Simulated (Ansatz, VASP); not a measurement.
**One calculation of Sn, two programs**

File INCAR:

```
PREC = Accurate
ENCUT = 520
EDIFF = 1E-6
ISMEAR = 0
SIGMA = 0.15
LREAL = False
LASPH = True
NELM = 60
ALGO = Fast
ISIF = 2
LWAVE = False
LCHARG = False
GGA = PS
NBANDS = 13
```

File KPOINTS:

```
regular mesh
0
Gamma
  18 18 18
```

The input POSCAR:

```
Sn
1.0
   -1.8804419306      1.8804419306      1.8946518192
    1.8804419306     -1.8804419306      1.8946518192
    1.9088617078      1.9088617078     -1.8946518192
Sn
1
Direct
    0.0000000000      0.0000000000      0.0000000000
```

Input for Ansatz:

```yaml
crystal:
  lattice:
    - [-1.8804419306, 1.8804419306, 1.8946518192]
    - [1.8804419306, -1.8804419306, 1.8946518192]
    - [1.9088617078, 1.9088617078, -1.8946518192]
  atoms:
    - { symbol: Sn, position: [0.0, 0.0, 0.0] }
basis:
  ecutwfc: 420
kpoints:
  mp_grid: { grid: [18, 18, 18] }
hamiltonian:
  xc: pbesol
scf:
  occupations: { method: gaussian, width: 0.15 }
output:
  forces: true
  stress: true
  eigenvalues: true
```

Change from the starting cell: strain +0.0150 x Voigt [0, 0, 0, 0, 0, 1], atoms carried along.

Alike in both runs: task single point; functional PBEsol; k mesh 18 × 18 × 18; occupations gaussian, width 0.15 eV; no spin polarisation.

|  | VASP | Ansatz |
| --- | --- | --- |
| version | VASP 6.6.1 | Ansatz 0.2.0 |
| potentials or method | VASP PAW PBE potentials, release 64 (Sn_d), cutoff 520 eV | scalar-relativistic, plane waves, PAW |
| valence electrons in the cell | 14 | 14 |

|  | VASP | Ansatz | Ansatz less VASP |
| --- | --- | --- | --- |
| gap on the k mesh at the Fermi level (eV) | none | none | - |
| pressure (GPa) | -1.9 | -1.9 | 0.00 |
| traceless stress, the component that is largest in VASP (GPa) | -0.11 | -0.11 | +0.002 |

VASP's potentials were made for PBE, not for PBEsol. A gap of «none» marks a metal or a gap that the smearing closes.
